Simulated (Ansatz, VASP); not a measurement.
## Two plane-wave programs on Mg2NCl

```
Mg N Cl
1.0
     1.57763    0.91085    5.85290
    -1.57763    0.91085    5.85290
     0.00000   -1.82169    5.85290
Mg N Cl
2 1 1
Direct
  0.22282 0.22282 0.22282
  0.77719 0.77719 0.77719
  0.50000 0.50000 0.50000
  0.00000 0.00000 0.00000
```

Change from the starting cell: strain -0.050 along x and y, -0.025 along z, atoms carried along.

Alike in both runs: task single point; functional LDA; k mesh 9 × 9 × 9; occupations gaussian, width 0.05 eV; no spin polarisation.

```csv
,VASP,Ansatz
version,VASP 6.6.1,Ansatz 0.2.0
potentials or method,"VASP PAW LDA potentials, release 64 (Mg, N, Cl), cutoff 520 eV","scalar-relativistic, plane waves, PAW"
valence electrons in the cell,16,32
```

|  | VASP | Ansatz | Ansatz less VASP |
| --- | --- | --- | --- |
| gap on the k mesh at the Fermi level (eV) | 2.83 | 2.86 | +0.026 |
| least direct gap on the mesh (eV) | 2.83 | 2.86 | +0.026 |
| pressure (GPa) | 6.6 | 7.3 | +0.71 |
| traceless stress, the component that is largest in VASP (GPa) | -4.56 | -4.46 | +0.102 |
| rms of the force components (eV/Å) | 0.133 | 0.147 | +0.0139 |

LDA's correlation is that of Perdew and Zunger in VASP and of Perdew and Wang (1992) in Ansatz. Atom by atom the forces differ by 0.014 eV/Å (rms over components). VASP's potentials hold 16 valence electrons a cell and Ansatz's 32, so a difference there can come from the potentials and not from the codes.
